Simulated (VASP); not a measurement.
# BiTe (I4/mmm) in VASP: further runs

BiTe is run at these levels: PBEsol; tasks: single point.

Program: VASP 6.6.1. These are calculated values, not measurements. Logs are shortened: lines on timing, memory, paths and dates and some standing lists are left out, and cuts for length are marked.

## 1. The cell of the first run

The structure is tetragonal, space group I4/mmm (No. 139). The conventional cell has a = 4.704 Å, b = 4.704 Å, c = 6.120 Å, α = 90.00°, β = 90.00°, γ = 90.00°. Within 4.0 Å of Bi (site symmetry 4/mmm) lie 6 Te at 3.06 to 3.33 Å. Te (site symmetry 4/mmm) has 6 Bi at 3.06 to 3.33 Å within 4.0 Å.

## 2. Single point, PBEsol

The input, INCAR:

```
SYSTEM = BiTe
PREC = Accurate
ENCUT = 520
EDIFF = 1E-6
ISMEAR = 0
SIGMA = 0.15
LREAL = .False.
LASPH = .True.
NELM = 100
ALGO = Normal
ISIF = 2
LWAVE = .False.
LCHARG = .True.
GGA = PS
LELF = .True.
LVHAR = .True.
NBANDS = 18
```

The input, KPOINTS:

```
regular mesh
0
Gamma
  14 14 14
  0 0 0
```

The input, POSCAR:

```
BiTe
1.0
    0.0000000000      3.3261743429      3.0600803955
    3.3261743429      0.0000000000      3.0600803955
    3.3261743429      3.3261743429      0.0000000000
Bi Te
1 1
Direct
    0.0000000000      0.0000000000      0.0000000000
    0.5000000000      0.5000000000      0.5000000000
```

Potentials or basis: VASP PAW PBE potentials, release 64 (Bi_d, Te).

Command:

```sh
$ cat potpaw_PBE.64/Bi_d/POTCAR potpaw_PBE.64/Te/POTCAR > POTCAR
$ mpirun -np 1 vasp_std > vasp.out
```

OUTCAR:

```text
SYSTEM = BiTe
   PREC = Accurate
   ENCUT = 520
   EDIFF = 1E-6
   ISMEAR = 0
   LREAL = .False.
   LASPH = .True.
   NELM = 100
   ISIF = 2
   GGA = PS

 ion  position               nearest neighbor table
   1  0.000  0.000  0.000-   2 3.06   2 3.06   2 3.33   2 3.33   2 3.33   2 3.33
   2  0.500  0.500  0.500-   1 3.06   1 3.06   1 3.33   1 3.33   1 3.33   1 3.33

  LATTYP: Found a body centered tetragonal cell.
 ALAT       =     4.7039208665
 C/A-ratio  =     1.3010764774

  Lattice vectors:

 A1 = (   0.0000000000,  -3.3261743429,  -3.0600803955)
 A2 = (   0.0000000000,   3.3261743429,  -3.0600803955)
 A3 = (   3.3261743429,   0.0000000000,   3.0600803955)

Analysis of symmetry for initial positions (statically):
=====================================================================
 Subroutine PRICEL returns:
 Original cell was already a primitive cell.

 Routine SETGRP: Setting up the symmetry group for a
 body centered tetragonal supercell.

 Subroutine GETGRP returns: Found 16 space group operations
 (whereof 16 operations were pure point group operations)
 out of a pool of 16 trial point group operations.

The static configuration has the point symmetry D_4h.

Analysis of symmetry for dynamics (positions and initial velocities):
=====================================================================
 Subroutine PRICEL returns:
 Original cell was already a primitive cell.

 Routine SETGRP: Setting up the symmetry group for a
 body centered tetragonal supercell.

 Subroutine GETGRP returns: Found 16 space group operations
 (whereof 16 operations were pure point group operations)
 out of a pool of 16 trial point group operations.

The dynamic configuration has the point symmetry D_4h.

 Subroutine INISYM returns: Found 16 space group operations
 (whereof 16 operations are pure point group operations),
 and found     1 'primitive' translations

----------------------------------------------------------------------------------------

                                     Primitive cell

  volume of cell :      67.7100

  direct lattice vectors                    reciprocal lattice vectors
     0.000000000  3.326174343  3.060080395    -0.150322848  0.150322848  0.163394400
     3.326174343  0.000000000  3.060080395     0.150322848 -0.150322848  0.163394400
     3.326174343  3.326174343  0.000000000     0.150322848  0.150322848 -0.163394400

  length of vectors
     4.519682266  4.519682266  4.703920867     0.268126178  0.268126178  0.268126178

  position of ions in fractional coordinates (direct lattice)
     0.000000000  0.000000000  0.000000000
     0.500000000  0.500000000  0.500000000

  ion indices of the primitive-cell ions
   primitive index   ion index
                 1           1
                 2           2

----------------------------------------------------------------------------------------

 KPOINTS: regular mesh

Automatic generation of k-mesh.
 Grid dimensions read from file:
 generate k-points for:   14   14   14

 Generating k-lattice:

  Cartesian coordinates                     Fractional coordinates (reciprocal lattice)
    -0.010737346  0.010737346  0.011671029     0.071428571 -0.000000000  0.000000000
     0.010737346 -0.010737346  0.011671029    -0.000000000  0.071428571  0.000000000
     0.010737346  0.010737346 -0.011671029     0.000000000  0.000000000  0.071428571

  Length of vectors
     0.019151870  0.019151870  0.019151870

  Shift w.r.t. Gamma in fractional coordinates (k-lattice)
     0.000000000  0.000000000  0.000000000

 Subroutine IBZKPT returns following result:
 ===========================================

 Found    244 irreducible k-points:

 Following reciprocal coordinates:
            Coordinates               Weight
  0.000000  0.000000  0.000000      1.000000
  0.071429  0.000000  0.000000      8.000000
  0.142857  0.000000  0.000000      8.000000
  0.214286  0.000000  0.000000      8.000000
  0.285714  0.000000  0.000000      8.000000
  0.357143  0.000000  0.000000      8.000000
[... 16 lines left out ...]
  0.214286  0.142857  0.000000      8.000000
  0.285714  0.142857  0.000000      8.000000
 [... further k-points ...]
   k-points           NKPTS =    244   k-points in BZ     NKDIM =    244   number of bands    NBANDS=     18
   number of dos      NEDOS =    301   number of ions     NIONS =      2
   total plane-waves  NPLWV =  46656
   dimension x,y,z NGX =    36 NGY =   36 NGZ =   36
   dimension x,y,z NGXF=    72 NGYF=   72 NGZF=   72
   ions per type =               1   1
   NGX,Y,Z   is equivalent  to a cutoff of  13.24, 13.24, 12.72 a.u.
   NGXF,Y,Z  is equivalent  to a cutoff of  26.48, 26.48, 25.45 a.u.
 SYSTEM =  BiTe
   PREC   = accura    normal or accurate (medium, high low for compatibility)
   ISTART =      0    job   : 0-new  1-cont  2-samecut
   ICHARG =      2    charge: 1-file 2-atom 10-const
   ISPIN  =      1    spin polarized calculation?
   LNONCOLLINEAR =      F non collinear calculations
   LSORBIT =      F    spin-orbit coupling
   LASPH  =      T    aspherical Exc in radial PAW
   ENCUT  =  520.0 eV  38.22 Ry    6.18 a.u.   8.40  8.40  8.75*2*pi/ulx,y,z
   NELM   =    100;   NELMIN=  2; NELMDL= -5     # of ELM steps
   EDIFF  = 0.1E-05   stopping-criterion for ELM
   LREAL  =      F    real-space projection
   EDIFFG = 0.1E-04   stopping-criterion for IOM
   NSW    =      0    number of steps for IOM
   IBRION =     -1    ionic relax: 0-MD 1-quasi-New 2-CG
   NFREE  =      0    steps in history (QN), initial steepest desc. (CG)
   ISIF   =      2    stress and relaxation
   ISYM   =      2    0-nonsym 1-usesym 2-fastsym
   POTIM  = 0.5000    time-step for ionic-motion
   TEBEG  =    0.0;   TEEND  =   0.0 temperature during run
   PSTRESS=    0.0 pullay stress
   NELECT =      21.0000    total number of electrons
   NUPDOWN=      -1.0000    fix difference up-down
   EMIN   =  10.00;   EMAX   =-10.00  energy-range for DOS
   EFERMI =   0.00;   METHOD = LEGACY
   ISMEAR =     0;   SIGMA  =   0.15  broadening in eV -4-tet -1-fermi 0-gaus
   EFERMI_NEDOS =   21; number of points for ismear=-14 and -15
   IALGO  =     38    algorithm
   IMIX   =      4    mixing-type and parameters
     AMIX     =   0.40;   BMIX     =  1.00
     AMIX_MAG =   1.60;   BMIX_MAG =  1.00
  volume/ion in A,a.u.               =      33.86       228.46
  Fermi-wavevector in a.u.,A,eV,Ry     =   1.108146  2.094092 16.707785  1.227988
  Thomas-Fermi vector in A             =   2.244669
   LORBIT       =      0    0 simple, 1 ext, 2 COOP (PROOUT), +10 PAW based schemes
   GGA     = PS    functional components
   LHFCALC =     F    Hartree Fock is set to
   AEXX    =    0.0000 exact exchange contribution
   IVDW    =     0    specifies the selected vdW correction
   LEPSILON=     F    determine dielectric tensor
   LRPA    =     F    only Hartree local field effects (RPA)
 non-spin polarized calculation
 Gauss-broadening in eV      SIGMA  =   0.15
  energy-cutoff  :      520.00
  volume of cell :       67.71
 maximum number of plane-waves:      1844
 NGX is ok and might be reduce to    36

 number of electron      20.9999999 magnetization

 Free energy of the ion-electron system (eV)
  ---------------------------------------------------
  ext. energy  EPLUGINS =         0.00000000
  ---------------------------------------------------
  free energy    TOTEN  =        -7.89645443 eV

  energy without entropy =       -7.88008074  energy(sigma->0) =       -7.88826759

 E-fermi :   6.4875     XC(G=0):  -9.5857

 val. band max:        6.4869108673   @ k =  -0.2143   0.3571   0.2143
 cond. band min:       6.4940433056   @ k =   0.4286   0.0714   0.0000
 fundamental gap:      0.0071324383
 Fermi energy:         6.4874868261

 k-point     1 :       0.0000    0.0000    0.0000
  band No.  band energies     occupation
      1     -16.6318      2.00000
      2     -16.6049      2.00000
      3     -16.6049      2.00000
      4     -16.5645      2.00000
      5     -16.5605      2.00000
      6      -7.1066      2.00000
[... 10 lines left out ...]
     17      11.8766      0.00000
     18      12.6215      0.00000

 k-point     2 :       0.0714    0.0000    0.0000
  band No.  band energies     occupation
      1     -16.6321      2.00000
      2     -16.6047      2.00000
      3     -16.6046      2.00000
      4     -16.5644      2.00000
      5     -16.5604      2.00000
      6      -7.0609      2.00000
[... 10 lines left out ...]
     17      12.1722      0.00000
     18      12.8655      0.00000

 k-point     3 :       0.1429    0.0000    0.0000
  band No.  band energies     occupation
      1     -16.6329      2.00000
      2     -16.6041      2.00000
      3     -16.6038      2.00000
      4     -16.5644      2.00000
      5     -16.5601      2.00000
      6      -6.9242      2.00000
[... 10 lines left out ...]
     17      12.9191      0.00000
     18      13.5185      0.00000

 k-point     4 :       0.2143    0.0000    0.0000
  band No.  band energies     occupation
      1     -16.6340      2.00000
      2     -16.6032      2.00000
      3     -16.6027      2.00000
      4     -16.5643      2.00000
      5     -16.5597      2.00000
      6      -6.6984      2.00000
[... 375 lines left out ...]
      4     -16.5632      2.00000
      5     -16.5614      2.00000
      6      -6.8080      2.00000
[... 10 lines left out ...]
     17      12.1587      0.00000
     18      12.8752      0.00000

 k-point    23 :       0.2143    0.1429    0.0000
  band No.  band energies     occupation
      1     -16.6360      2.00000
      2     -16.6016      2.00000
      3     -16.6016      2.00000
      4     -16.5626      2.00000
      5     -16.5616      2.00000
      6      -6.6158      2.00000
[... 10 lines left out ...]
     17      12.7295      0.00000
     18      13.2584      0.00000

 k-point    24 :       0.2857    0.1429    0.0000
  band No.  band energies     occupation
      1     -16.6375      2.00000
      2     -16.6005      2.00000
      3     -16.6004      2.00000
      4     -16.5622      2.00000
      5     -16.5615      2.00000
      6      -6.3370      2.00000
[... 10 lines left out ...]
     17      13.5365      0.00000
     18      14.0518      0.00000

 [... further k-points ...]

------------------------ aborting loop because EDIFF is reached ----------------------------------------

  FORCE on cell =-STRESS in cart. coord.  units (eV):
  Direction    XX          YY          ZZ          XY          YZ          ZX
  --------------------------------------------------------------------------------------
  -------------------------------------------------------------------------------------
  Total       -1.5129304     -1.5129304      1.6967096      0.0000000      0.0000000      0.0000000
  in kB      -35.7994766    -35.7994766     40.1481224      0.0000000      0.0000000      0.0000000
  external PRESSURE =     -10.4836103 kB  Pullay stress =       0.0000000 kB

 VOLUME and BASIS-vectors are now :
 -----------------------------------------------------------------------------
  energy-cutoff  :      520.00
  volume of cell :       67.71
      direct lattice vectors                 reciprocal lattice vectors
     0.000000000  3.326174343  3.060080395    -0.150322848  0.150322848  0.163394400
     3.326174343  0.000000000  3.060080395     0.150322848 -0.150322848  0.163394400
     3.326174343  3.326174343  0.000000000     0.150322848  0.150322848 -0.163394400

 POSITION                                       TOTAL-FORCE (eV/Angst)
 -----------------------------------------------------------------------------------
      0.00000      0.00000      0.00000        -0.000000      0.000000      0.000000
      3.32617      3.32617      3.06008         0.000000     -0.000000      0.000000
 -----------------------------------------------------------------------------------
    total drift:                               -0.000000      0.000000      0.000000

  FREE ENERGIE OF THE ION-ELECTRON SYSTEM (eV)
  ---------------------------------------------------
  free  energy   TOTEN  =        -7.8964544336 eV

  energy  without entropy=       -7.8800807369  energy(sigma->0) =       -7.88826759
```

Run time: 94 s. Hardware: 1 thread of Intel Xeon 6975P-C (Granite Rapids), shared host; peak memory 0.43 GiB.

What came out:

```
Free energy            : -7.8965 eV
Pressure               : -1.0 GPa
Band gap on the k mesh : zero (an odd number of electrons rules out a gap without spin polarisation)
```

Levels at points of the mesh, in eV from the Fermi level:
| k point | band 6 | band 7 | band 8 | band 9 | band 10 | band 11 | band 12 | band 13 | band 14 | band 15 |
| --- | --- | --- | --- | --- | --- | --- | --- | --- | --- | --- |
| (0.00, 0.00, 0.00) | -13.59 | -8.09 | -3.31 | -2.16 | -2.16 | 1.50 | 1.50 | 3.54 | 4.46 | 4.46 |
| (0.50, 0.00, 0.00) | -11.62 | -11.32 | -1.99 | -1.98 | -1.38 | -1.00 | -0.75 | -0.34 | 7.21 | 7.57 |
| (0.50, 0.50, 0.00) | -11.20 | -10.58 | -5.91 | -4.12 | -4.12 | 2.06 | 3.43 | 3.43 | 5.86 | 8.74 |
| (0.50, 0.00, 0.50) | -12.11 | -9.63 | -5.60 | -4.54 | -3.42 | 2.26 | 2.69 | 4.58 | 4.79 | 8.01 |

Caveat: the PAW data sets were made with another functional, which shifts forces and pressure a little; spin-orbit coupling is left out, which moves the levels of the heavy elements.

## 3. Single point, PBEsol

This run uses another cell than the first one, of the same volume but with other edges.

The input, INCAR:

```
  PREC = Accurate
  ENCUT = 520
  EDIFF = 1E-6
  ISMEAR = 0
  SIGMA = 0.15
  LREAL = False
  LASPH = True
  NELM = 80
  ALGO = Normal
  ISIF = 2
  LWAVE = False
  LCHARG = False
  GGA = PS
  NBANDS = 18
```

The input, KPOINTS:

```
regular mesh
0
Gamma
  14 14 14
```

The input, POSCAR:

```
BiTe
1.0
    0.0000000000      3.1338393054      3.4472232359
    3.1338393054      0.0000000000      3.4472232359
    3.1338393054      3.1338393054      0.0000000000
Bi Te
1 1
Direct
    0.0000000000      0.0000000000      0.0000000000
    0.5000000000      0.5000000000      0.5000000000
```

Potentials or basis: VASP PAW PBE potentials, release 64 (Bi_d, Te).

Command:

```sh
$ cat potpaw_PBE.64/Bi_d/POTCAR potpaw_PBE.64/Te/POTCAR > POTCAR
$ mpirun -np 1 vasp_std > vasp.out
```

OUTCAR:

```text
PREC = Accurate
   ENCUT = 520
   EDIFF = 1E-6
   ISMEAR = 0
   LREAL = False
   LASPH = True
   NELM = 80
   ISIF = 2
   GGA = PS

 ion  position               nearest neighbor table
   1  0.000  0.000  0.000-   2 3.13   2 3.13   2 3.13   2 3.13   2 3.45   2 3.45
   2  0.500  0.500  0.500-   1 3.13   1 3.13   1 3.13   1 3.13   1 3.45   1 3.45

  LATTYP: Found a body centered tetragonal cell.
 ALAT       =     4.4319180480
 C/A-ratio  =     1.5556349186

  Lattice vectors:
[... 690 lines left out ...]
 [... further k-points ...]

------------------------ aborting loop because EDIFF is reached ----------------------------------------

  FORCE on cell =-STRESS in cart. coord.  units (eV):
  Direction    XX          YY          ZZ          XY          YZ          ZX
  --------------------------------------------------------------------------------------
  -------------------------------------------------------------------------------------
  Total        0.5494894      0.5494894     -2.2391950      0.0000000      0.0000000      0.0000000
  in kB       13.0022058     13.0022058    -52.9845996      0.0000000      0.0000000      0.0000000
  external PRESSURE =      -8.9933960 kB  Pullay stress =       0.0000000 kB

 VOLUME and BASIS-vectors are now :
 -----------------------------------------------------------------------------
  energy-cutoff  :      520.00
  volume of cell :       67.71
      direct lattice vectors                 reciprocal lattice vectors
     0.000000000  3.133839305  3.447223236    -0.159548704  0.159548704  0.145044276
     3.133839305  0.000000000  3.447223236     0.159548704 -0.159548704  0.145044276
     3.133839305  3.133839305  0.000000000     0.159548704  0.159548704 -0.145044276

 POSITION                                       TOTAL-FORCE (eV/Angst)
 -----------------------------------------------------------------------------------
      0.00000      0.00000      0.00000        -0.000000      0.000000     -0.000000
      3.13384      3.13384      3.44722         0.000000     -0.000000      0.000000
 -----------------------------------------------------------------------------------
    total drift:                               -0.000000      0.000000      0.000000

  FREE ENERGIE OF THE ION-ELECTRON SYSTEM (eV)
  ---------------------------------------------------
  free  energy   TOTEN  =        -7.8879070530 eV

  energy  without entropy=       -7.8690805402  energy(sigma->0) =       -7.87849380
```

stdout:

```text
POSCAR found type information on POSCAR BiTe
 POSCAR found :  2 types and       2 ions
 scaLAPACK will be used
 -----------------------------------------------------------------------------
|                                                                             |
|                                                                             |
|     You enforced a specific xc type in the INCAR file but a different       |
|     I HOPE YOU KNOW WHAT YOU ARE DOING!                                     |
|                                                                             |
 -----------------------------------------------------------------------------

 LDA part: xc-table for (Slater+PW92), standard interpolation
 POSCAR, INCAR and KPOINTS ok, starting setup
 FFT: planning ... GRIDC
 FFT: planning ... GRID_SOFT
 FFT: planning ... GRID
 WAVECAR not read
 entering main loop
```

Run time: 87 s. Hardware: 1 thread of Intel Xeon 6975P-C (Granite Rapids), shared host; peak memory 0.43 GiB.

What came out:

* Free energy: -7.8879 eV
* Pressure: -0.9 GPa
* Band gap on the k mesh: zero (an odd number of electrons rules out a gap without spin polarisation)

Levels at points of the mesh, in eV from the Fermi level:
```csv
k point,band 6,band 7,band 8,band 9,band 10,band 11,band 12,band 13,band 14,band 15
"(0.00, 0.00, 0.00)",-13.59,-8.07,-2.93,-2.93,-1.75,0.87,2.88,2.88,4.20,4.94
"(0.50, 0.00, 0.00)",-11.62,-11.31,-2.06,-1.81,-1.42,-1.03,-0.52,-0.50,7.23,7.69
"(0.50, 0.50, 0.00)",-12.41,-9.29,-5.46,-3.94,-3.94,2.31,3.87,3.87,4.15,8.77
"(0.50, 0.00, 0.50)",-11.49,-10.26,-5.82,-4.66,-3.45,2.17,2.48,4.64,5.50,7.95
```

Caveat: the PAW data sets were made with another functional, which shifts forces and pressure a little; spin-orbit coupling is left out, which moves the levels of the heavy elements.
